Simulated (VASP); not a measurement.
# As (P6/mmm) in VASP: notebook

As is run at these levels: PBE; tasks: single point.

All numbers are computed with VASP 6.6.1; they aren't measurements. Logs are shortened: lines on timing, memory, paths and dates and some standing lists are left out, and cuts for length are marked.

## (1) The cell of the first run

The structure is hexagonal, space group P6/mmm (No. 191). Conventional cell: a = 3.853 Å, b = 3.853 Å, c = 2.250 Å, α = 90.00°, β = 90.00°, γ = 120.00°. Within 3.0 Å of As (site symmetry 6/mmm) lie 14 As at 2.25 to 2.49 Å. As (site symmetry -6m2) has 11 As at 2.22 to 2.49 Å within 2.9 Å.

## (2) Single point, PBE (volume scaled by 0.5)

INCAR

```
SYSTEM = As
ALGO     = Normal         ! electronic algorithm
EDIFF    = 1E-6           ! SCF threshold, eV
ENCUT    = 520            ! plane-wave cutoff, eV
GGA      = PE             ! functional
ISIF     = 2              ! what is computed and relaxed
ISMEAR   = -1             ! smearing method
LASPH    = .TRUE.         ! aspherical terms in the spheres
LCHARG   = .FALSE.        ! write CHGCAR
LREAL    = .FALSE.        ! projectors in reciprocal space
LWAVE    = .FALSE.        ! write WAVECAR
NBANDS   = 14             ! bands
NELM     = 60             ! most SCF steps
PREC     = Accurate       ! precision mode
SIGMA    = 0.1            ! smearing width, eV
```

KPOINTS

```
k-points
0
G
  8 8 10
  0 0 0
```

POSCAR

```
As
1.0
    3.8527617906      0.0000000000      0.0000000000
   -1.9263808953      3.3365895854      0.0000000000
    0.0000000000      0.0000000000      2.2502730614
As
3
Direct
    0.0000000000      0.0000000000      0.0000000000
    0.3333333333      0.6666666667      0.5000000000
    0.6666666667      0.3333333333      0.5000000000
```

Potentials or basis: VASP PAW PBE potentials, release 64 (As).

Run with:

```console
$ cat potpaw_PBE.64/As/POTCAR > POTCAR
$ mpirun -np 1 vasp_std > vasp.out
```

OUTCAR:

```text
SYSTEM = As
   EDIFF = 1E-6
   ENCUT = 520
   GGA = PE
   ISIF = 2
   ISMEAR = -1
   LASPH = .TRUE.
   LREAL = .FALSE.
   NELM = 60
   PREC = Accurate

 ion  position               nearest neighbor table
   1  0.000  0.000  0.000-   2 2.49   3 2.49   2 2.49   3 2.49   3 2.49   3 2.49   2 2.49   2 2.49
                             3 2.49   3 2.49   2 2.49   2 2.49
   2  0.333  0.667  0.500-   3 2.22   3 2.22   3 2.22   1 2.49   1 2.49   1 2.49   1 2.49   1 2.49
                             1 2.49
   3  0.667  0.333  0.500-   2 2.22   2 2.22   2 2.22   1 2.49   1 2.49   1 2.49   1 2.49   1 2.49
                             1 2.49

  LATTYP: Found a hexagonal cell.
 ALAT       =     3.8527617906
 C/A-ratio  =     0.5840675297

  Lattice vectors:

 A1 = (   3.8527617906,   0.0000000000,   0.0000000000)
 A2 = (  -1.9263808953,   3.3365895854,   0.0000000000)
 A3 = (   0.0000000000,   0.0000000000,   2.2502730614)

Analysis of symmetry for initial positions (statically):
=====================================================================
 Subroutine PRICEL returns:
 Original cell was already a primitive cell.

 Routine SETGRP: Setting up the symmetry group for a
 hexagonal supercell.

 Subroutine GETGRP returns: Found 24 space group operations
 (whereof 24 operations were pure point group operations)
 out of a pool of 24 trial point group operations.

The static configuration has the point symmetry D_6h.

Analysis of symmetry for dynamics (positions and initial velocities):
=====================================================================
 Subroutine PRICEL returns:
 Original cell was already a primitive cell.

 Routine SETGRP: Setting up the symmetry group for a
 hexagonal supercell.

 Subroutine GETGRP returns: Found 24 space group operations
 (whereof 24 operations were pure point group operations)
 out of a pool of 24 trial point group operations.

The dynamic configuration has the point symmetry D_6h.

 Subroutine INISYM returns: Found 24 space group operations
 (whereof 24 operations are pure point group operations),
 and found     1 'primitive' translations

----------------------------------------------------------------------------------------

                                     Primitive cell

  volume of cell :      28.9275

  direct lattice vectors                    reciprocal lattice vectors
     3.852761791  0.000000000  0.000000000     0.259554069  0.149853612  0.000000000
    -1.926380895  3.336589585  0.000000000     0.000000000  0.299707223  0.000000000
     0.000000000  0.000000000  2.250273061     0.000000000  0.000000000  0.444390513

  length of vectors
     3.852761791  3.852761791  2.250273061     0.299707223  0.299707223  0.444390513

  position of ions in fractional coordinates (direct lattice)
     0.000000000  0.000000000  0.000000000
     0.333333333  0.666666667  0.500000000
     0.666666667  0.333333333  0.500000000

  ion indices of the primitive-cell ions
   primitive index   ion index
                 1           1
                 2           2
                 3           3

----------------------------------------------------------------------------------------

 KPOINTS: k-points

Automatic generation of k-mesh.
 Grid dimensions read from file:
 generate k-points for:    8    8   10

 Generating k-lattice:

  Cartesian coordinates                     Fractional coordinates (reciprocal lattice)
     0.032444259  0.018731701  0.000000000     0.125000000  0.000000000  0.000000000
     0.000000000  0.037463403  0.000000000     0.000000000  0.125000000  0.000000000
     0.000000000  0.000000000  0.044439051     0.000000000  0.000000000  0.100000000

  Length of vectors
     0.037463403  0.037463403  0.044439051

  Shift w.r.t. Gamma in fractional coordinates (k-lattice)
     0.000000000  0.000000000  0.000000000

 Subroutine IBZKPT returns following result:
 ===========================================

 Found     60 irreducible k-points:

 Following reciprocal coordinates:
            Coordinates               Weight
  0.000000  0.000000  0.000000      1.000000
  0.125000  0.000000  0.000000      6.000000
  0.250000  0.000000  0.000000      6.000000
  0.375000 -0.000000  0.000000      6.000000
  0.500000  0.000000  0.000000      3.000000
  0.125000  0.125000  0.000000      6.000000
[... 16 lines left out ...]
  0.250000  0.000000  0.200000     12.000000
  0.375000 -0.000000  0.200000     12.000000
 [... further k-points ...]
   k-points           NKPTS =     60   k-points in BZ     NKDIM =     60   number of bands    NBANDS=     14
   number of dos      NEDOS =    301   number of ions     NIONS =      3
   total plane-waves  NPLWV =  16200
   dimension x,y,z NGX =    30 NGY =   30 NGZ =   18
   dimension x,y,z NGXF=    60 NGYF=   60 NGZF=   36
   ions per type =               3
   NGX,Y,Z   is equivalent  to a cutoff of  12.94, 12.94, 13.30 a.u.
   NGXF,Y,Z  is equivalent  to a cutoff of  25.89, 25.89, 26.60 a.u.
 SYSTEM =  As
   PREC   = accura    normal or accurate (medium, high low for compatibility)
   ISTART =      0    job   : 0-new  1-cont  2-samecut
   ICHARG =      2    charge: 1-file 2-atom 10-const
   ISPIN  =      1    spin polarized calculation?
   LNONCOLLINEAR =      F non collinear calculations
   LSORBIT =      F    spin-orbit coupling
   LASPH  =      T    aspherical Exc in radial PAW
   ENCUT  =  520.0 eV  38.22 Ry    6.18 a.u.   7.16  7.16  4.18*2*pi/ulx,y,z
   NELM   =     60;   NELMIN=  2; NELMDL= -5     # of ELM steps
   EDIFF  = 0.1E-05   stopping-criterion for ELM
   LREAL  =      F    real-space projection
   EDIFFG = 0.1E-04   stopping-criterion for IOM
   NSW    =      0    number of steps for IOM
   IBRION =     -1    ionic relax: 0-MD 1-quasi-New 2-CG
   NFREE  =      0    steps in history (QN), initial steepest desc. (CG)
   ISIF   =      2    stress and relaxation
   ISYM   =      2    0-nonsym 1-usesym 2-fastsym
   POTIM  = 0.5000    time-step for ionic-motion
   TEBEG  =    0.0;   TEEND  =   0.0 temperature during run
   PSTRESS=    0.0 pullay stress
   NELECT =      15.0000    total number of electrons
   NUPDOWN=      -1.0000    fix difference up-down
   EMIN   =  10.00;   EMAX   =-10.00  energy-range for DOS
   EFERMI =   0.00;   METHOD = LEGACY
   ISMEAR =    -1;   SIGMA  =   0.10  broadening in eV -4-tet -1-fermi 0-gaus
   EFERMI_NEDOS =   21; number of points for ismear=-14 and -15
   IALGO  =     38    algorithm
   IMIX   =      4    mixing-type and parameters
     AMIX     =   0.40;   BMIX     =  1.00
     AMIX_MAG =   1.60;   BMIX_MAG =  1.00
  volume/ion in A,a.u.               =       9.64        65.07
  Fermi-wavevector in a.u.,A,eV,Ry     =   1.315230  2.485425 23.535782  1.729831
  Thomas-Fermi vector in A             =   2.445428
   LORBIT       =      0    0 simple, 1 ext, 2 COOP (PROOUT), +10 PAW based schemes
   GGA     = PE    functional components
[... 5 lines left out ...]
 non-spin polarized calculation
  energy-cutoff  :      520.00
  volume of cell :       28.93
 maximum number of plane-waves:       800
 NGX is ok and might be reduce to    30
   NGX = 15   NGY = 15   NGZ =  9

 number of electron      14.9999999 magnetization

 Free energy of the ion-electron system (eV)
  ---------------------------------------------------
  ext. energy  EPLUGINS =         0.00000000
  ---------------------------------------------------
  free energy    TOTEN  =        -0.45807691 eV

  energy without entropy =       -0.43714110  energy(sigma->0) =       -0.44760901

 E-fermi :  17.3129     XC(G=0): -13.9979

 val. band max:       17.2884046248   @ k =   0.1250   0.0000   0.4000
 cond. band min:      17.4653302439   @ k =   0.1250   0.1250   0.4000
 fundamental gap:      0.1769256191
 Fermi energy:        17.3128979730

 k-point     1 :       0.0000    0.0000    0.0000
  band No.  band energies     occupation
      1      -6.8328      2.00000
      2       6.5377      2.00000
      3       6.5739      2.00000
      4       7.2611      2.00000
      5       7.2611      2.00000
      6       7.5174      2.00000
      7       7.5174      2.00000
      8      21.2935      0.00000
      9      25.7109      0.00000
     10      30.3925      0.00000
     11      30.3925      0.00000
     12      32.5155      0.00000
     13      32.5944      0.00000
     14      33.8926      0.00000

 k-point     2 :       0.1250    0.0000    0.0000
  band No.  band energies     occupation
      1      -6.6167      2.00000
      2       3.8342      2.00000
      3       5.3703      2.00000
      4       5.7862      2.00000
      5       8.7077      2.00000
      6       9.4124      2.00000
      7      10.7865      2.00000
      8      21.5280      0.00000
      9      25.7567      0.00000
     10      27.9921      0.00000
     11      28.5194      0.00000
     12      31.3371      0.00000
     13      31.8661      0.00000
     14      32.8611      0.00000

 k-point     3 :       0.2500    0.0000    0.0000
  band No.  band energies     occupation
      1      -5.9671      2.00000
      2       1.0119      2.00000
      3       4.3756      2.00000
      4       4.6304      2.00000
      5      10.9755      2.00000
      6      11.8257      2.00000
      7      14.7268      2.00000
      8      22.2250      0.00000
      9      23.8632      0.00000
     10      24.8729      0.00000
     11      26.5180      0.00000
     12      29.0573      0.00000
     13      30.9290      0.00000
     14      31.7520      0.00000

 k-point     4 :       0.3750   -0.0000    0.0000
  band No.  band energies     occupation
      1      -4.8816      2.00000
      2      -1.3904      2.00000
      3       3.7799      2.00000
      4       3.9295      2.00000
      5      13.6758      2.00000
      6      14.6120      2.00000
      7      18.8233      0.00000
      8      20.2288      0.00000
      9      21.1886      0.00000
     10      23.3657      0.00000
     11      26.8426      0.00000
     12      26.8874      0.00000
     13      29.8874      0.00000
     14      30.2976      0.00000

 k-point     5 :       0.5000    0.0000    0.0000
  band No.  band energies     occupation
      1      -3.3921      2.00000
      2      -3.3204      2.00000
      3       3.5819      2.00000
      4       3.6946      2.00000
      5      16.6531      1.99728
      6      16.9076      1.96584
      7      17.6564      0.06245
      8      17.8338      0.01087
      9      21.6266      0.00000
     10      24.8925      0.00000
     11      24.9472      0.00000
[... 276 lines left out ...]
 k-point    22 :       0.1250    0.0000    0.2000
  band No.  band energies     occupation
      1      -5.4025      2.00000
      2       5.0160      2.00000
      3       6.4837      2.00000
      4       7.0251      2.00000
      5       9.8231      2.00000
      6      10.6007      2.00000
      7      11.9070      2.00000
      8      12.9736      2.00000
      9      23.0766      0.00000
     10      24.1755      0.00000
     11      25.1599      0.00000
     12      26.6394      0.00000
     13      28.4485      0.00000
     14      29.2704      0.00000

 k-point    23 :       0.2500    0.0000    0.2000
  band No.  band energies     occupation
      1      -4.7519      2.00000
      2       2.2153      2.00000
      3       5.4927      2.00000
      4       5.8901      2.00000
      5      12.0396      2.00000
      6      12.9654      2.00000
      7      13.5881      2.00000
      8      15.7061      2.00000
      9      20.7167      0.00000
     10      23.0581      0.00000
     11      23.8759      0.00000
     12      24.9797      0.00000
     13      26.8595      0.00000
     14      30.4624      0.00000

 k-point    24 :       0.3750   -0.0000    0.2000
  band No.  band energies     occupation
      1      -3.6654      2.00000
      2      -0.1779      2.00000
      3       4.8967      2.00000
      4       5.2009      2.00000
      5      14.4240      2.00000
      6      14.8172      2.00000
      7      15.6804      2.00000
      8      17.7253      0.03183
      9      20.5839      0.00000
     10      21.1001      0.00000
     11      21.7774      0.00000
     12      23.0518      0.00000
     13      24.7019      0.00000
     14      30.4155      0.00000

 [... further k-points ...]
[... 5 lines left out ...]
  --------------------------------------------------------------------------------------
  -------------------------------------------------------------------------------------
  Total       46.0438131     46.0438131     46.0649527     -0.0000000      0.0000000      0.0000000
  in kB     2550.1850507   2550.1850507   2551.3558922     -0.0000000      0.0000000      0.0000000
  external PRESSURE =    2550.5753312 kB  Pullay stress =       0.0000000 kB

 VOLUME and BASIS-vectors are now :
 -----------------------------------------------------------------------------
  energy-cutoff  :      520.00
  volume of cell :       28.93
      direct lattice vectors                 reciprocal lattice vectors
     3.852761791  0.000000000  0.000000000     0.259554069  0.149853612  0.000000000
    -1.926380895  3.336589585  0.000000000     0.000000000  0.299707223  0.000000000
     0.000000000  0.000000000  2.250273061     0.000000000  0.000000000  0.444390513

 POSITION                                       TOTAL-FORCE (eV/Angst)
 -----------------------------------------------------------------------------------
      0.00000      0.00000      0.00000         0.000000      0.000000      0.000000
     -0.00000      2.22439      1.12514        -0.000000      0.000000      0.000000
      1.92638      1.11220      1.12514         0.000000     -0.000000      0.000000
 -----------------------------------------------------------------------------------
    total drift:                               -0.000000      0.000000     -0.000000

  FREE ENERGIE OF THE ION-ELECTRON SYSTEM (eV)
  ---------------------------------------------------
  free  energy   TOTEN  =        -0.4580769131 eV

  energy  without entropy=       -0.4371411012  energy(sigma->0) =       -0.44760901
```

Run time: 19 s. Hardware: 1 thread of Intel Xeon Platinum 8259CL at 2.50GHz (Skylake/Cascade Lake), shared host; peak memory 0.15 GiB.

Results:

* Free energy: -0.4581 eV
* Pressure: 255.1 GPa

Stress tensor (GPa, compression positive):
```
255.02   0.00   0.00
  0.00 255.02   0.00
  0.00   0.00 255.14
```

## (3) Single point, PBE (volume scaled by 0.5)

INCAR

```
PREC     = Accurate       # precision mode
ENCUT    = 520            # plane-wave cutoff, eV
EDIFF    = 1E-6           # SCF threshold, eV
ISMEAR   = -1             # smearing method
SIGMA    = 0.1            # smearing width, eV
LREAL    = F              # projectors in reciprocal space
LASPH    = T              # aspherical terms in the spheres
NELM     = 60             # most SCF steps
ALGO     = Normal         # electronic algorithm
ISIF     = 2              # what is computed and relaxed
LWAVE    = F              # write WAVECAR
LCHARG   = F              # write CHGCAR
GGA      = PE             # functional
NBANDS   = 14             # bands
```

KPOINTS

```
Automatic mesh
0
Gamma
  8 8 10
```

POSCAR is that of step 2.

Potentials or basis: VASP PAW PBE potentials, release 64 (As).

Run with:

```console
$ cat potpaw_PBE.64/As/POTCAR > POTCAR
$ mpirun -np 1 vasp_std > vasp.out
```

It took 18 s on 1 thread of Intel Xeon Platinum 8259CL at 2.50GHz (Skylake/Cascade Lake), shared host; peak memory 0.15 GiB.

The run converged. Its results:

```
Free energy : -0.4581 eV
Pressure    : 255.1 GPa
```

Stress tensor (GPa, compression positive):
```
255.02   0.00   0.00
  0.00 255.02   0.00
  0.00   0.00 255.14
```

Levels at points of the mesh, in eV from the Fermi level:
```tsv
k point	band 4	band 5	band 6	band 7	band 8	band 9	band 10	band 11	band 12	band 13
(0.00, 0.00, 0.00)	-10.05	-10.05	-9.80	-9.80	3.98	8.40	13.08	13.08	15.20	15.28
(0.50, 0.00, 0.00)	-13.62	-0.66	-0.41	0.34	0.52	4.31	7.58	7.63	8.68	11.22
(0.00, 0.00, 0.50)	-4.93	-4.93	-4.54	-2.85	-2.54	-2.54	-1.74	-1.60	-1.60	1.11
(0.50, 0.00, 0.50)	-12.15	-7.12	-6.62	-6.57	-4.35	4.64	4.84	6.24	7.86	8.43
```
